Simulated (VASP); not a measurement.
Wanted: the native input for a VASP 6.6.1 run.

```yaml
Task: single point
Functional: r2SCAN
Potentials_or_basis: VASP PAW PBE potentials, release 64 (Au)
Cutoff: 520 eV
k_mesh: 24 × 24 × 12
Occupations: gaussian, width 0.15 eV
Spin: no spin polarisation
Dipole_correction: no
Further_INCAR_settings: ALGO = Normal; EDIFF = 1e-06; NBANDS = 18
```

The system is Au.

```
Au
1.0
     2.81804    0.00000    0.00000
    -1.40902    2.44049    0.00000
     0.00000    0.00000    4.98633
Au
2
Cartesian
  0.0000 1.6270 3.7398
  1.4090 0.8135 1.2466
```

This cell differs from its parent crystal: strain -0.025 along x and y, +0.025 along z.

These files were run (other wordings do the same):

POSCAR

```
Au
1.0
    2.8180352590      0.0000000000      0.0000000000
   -1.4090176295      2.4404901231      0.0000000000
    0.0000000000      0.0000000000      4.9863335876
Au
2
Direct
    0.3333333333      0.6666666667      0.7500000000
    0.6666666667      0.3333333333      0.2500000000
```

INCAR.step1

```
SYSTEM = Au
PREC     = Accurate       ! precision mode
ENCUT    = 520            ! plane-wave cutoff, eV
ISMEAR   = 0              ! smearing method
SIGMA    = 0.15           ! smearing width, eV
LREAL    = .FALSE.        ! projectors in reciprocal space
LASPH    = .TRUE.         ! aspherical terms in the spheres
NELM     = 80             ! most SCF steps
NBANDS   = 18             ! bands
GGA      = PE             ! functional
ALGO     = Normal         ! electronic algorithm
EDIFF    = 1E-4           ! SCF threshold, eV
LWAVE    = .TRUE.         ! write WAVECAR
LCHARG   = .FALSE.        ! write CHGCAR
```

INCAR.step2

```
SYSTEM = Au
PREC     = Accurate       ! precision mode
ENCUT    = 520            ! plane-wave cutoff, eV
EDIFF    = 1E-6           ! SCF threshold, eV
ISMEAR   = 0              ! smearing method
SIGMA    = 0.15           ! smearing width, eV
LREAL    = .FALSE.        ! projectors in reciprocal space
LASPH    = .TRUE.         ! aspherical terms in the spheres
NELM     = 80             ! most SCF steps
ALGO     = Normal         ! electronic algorithm
ISIF     = 2              ! what is computed and relaxed
LWAVE    = .FALSE.        ! write WAVECAR
LCHARG   = .FALSE.        ! write CHGCAR
METAGGA  = R2SCAN         ! meta-GGA
LMIXTAU  = .TRUE.       
NBANDS   = 18             ! bands
ISTART   = 1
```

KPOINTS

```
regular mesh
0
G
  24 24 12
  0 0 0
```

Potentials or basis: VASP PAW PBE potentials, release 64 (Au).

Launch:

```sh
$ cat potpaw_PBE.64/Au/POTCAR > POTCAR
$ cp INCAR.step1 INCAR
$ mpirun -np 1 vasp_std > vasp.out
$ cp INCAR.step2 INCAR
$ mpirun -np 1 vasp_std > vasp.out
```

It gave:

```json
{"Pressure": "5.3 GPa", "Band gap on the k mesh": "zero (bands 11 and 12 overlap by 7.46 eV)"}
```

Caveat: the cell differs from its parent crystal (strain -0.025 along x and y, +0.025 along z); the cell stands under pressure; the PAW data sets were made with another functional, which shifts forces and pressure a little; spin-orbit coupling is left out, which moves the levels of the heavy elements.

It took 11 min on 1 thread of AMD EPYC 9R45 96-Core Processor (Zen 5), with other jobs on the host, peak memory 0.31 GiB.
